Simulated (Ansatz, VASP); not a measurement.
**KBr in VASP and in Ansatz**

File INCAR:

```
SYSTEM = KBr
PREC     = Accurate       ! precision mode
ENCUT    = 600            ! plane-wave cutoff, eV
EDIFF    = 1E-6           ! SCF threshold, eV
ISMEAR   = -1             ! smearing method
SIGMA    = 0.05           ! smearing width, eV
LREAL    = .False.        ! projectors in reciprocal space
LASPH    = .True.         ! aspherical terms in the spheres
NELM     = 80             ! most SCF steps
ALGO     = Normal         ! electronic algorithm
ISIF     = 3              ! what is computed and relaxed
LWAVE    = .False.        ! write WAVECAR
LCHARG   = .False.        ! write CHGCAR
GGA      = RP             ! functional
IBRION   = 2              ! ionic algorithm
NSW      = 80             ! ionic steps
EDIFFG   = -0.02          ! ionic threshold
```

File KPOINTS:

```
regular mesh
0
Gamma
  7 7 7
  0 0 0
```

File POSCAR:

```
KBr
1.0
    0.0000000000      3.3000000000      3.3000000000
    3.3000000000      0.0000000000      3.3000000000
    3.3000000000      3.3000000000      0.0000000000
Br K
1 1
Direct
    0.5000000000      0.5000000000      0.5000000000
    0.0000000000      0.0000000000      0.0000000000
```

The input input.yaml:

```yaml
crystal:
  lattice:
    - [0.0, 3.3, 3.3]
    - [3.3, 0.0, 3.3]
    - [3.3, 3.3, 0.0]
  atoms:
    - { symbol: Br, position: [0.5, 0.5, 0.5] }
    - { symbol: K, position: [0.0, 0.0, 0.0] }
kpoints:
  mp_grid: { grid: [7, 7, 7] }
scf:
  occupations: { method: fermi_dirac, width: 0.05 }
hamiltonian:
  xc: rpbe
  pseudopotentials: { kind: all_electron, lapw: { basis_error: 0.001 } }
output:
  forces: true
  stress: true
relax:
  f_tol: 0.02
  max_steps: 60
  cell: {}
```

Alike in both runs: task relaxation of cell and atoms; functional RPBE; k mesh 7 × 7 × 7; occupations fermi-dirac, width 0.05 eV; no spin polarisation.

|  | VASP | Ansatz |
| --- | --- | --- |
| version | VASP 6.6.1 | Ansatz 0.2.0 |
| potentials or method | VASP PAW PBE potentials, release 64 (Br, K_sv), cutoff 600 eV | all-electron LAPW, scalar-relativistic |

```tsv
	VASP	Ansatz	Ansatz less VASP
relaxed volume (Å³/atom)	41.52	41.41	-0.110
relaxed cell length with the largest relative difference (Å)	4.897	4.893	-0.0043
```

VASP's potentials were made for PBE, not for RPBE. Ansatz ran all-electron here, and VASP with PAW potentials.

Noted on VASP's run: the volume moved by over 15 % at a fixed basis, so the end points are rough. Noted on Ansatz's run: the volume moved by over 15 % at a fixed basis, so the end points are rough.
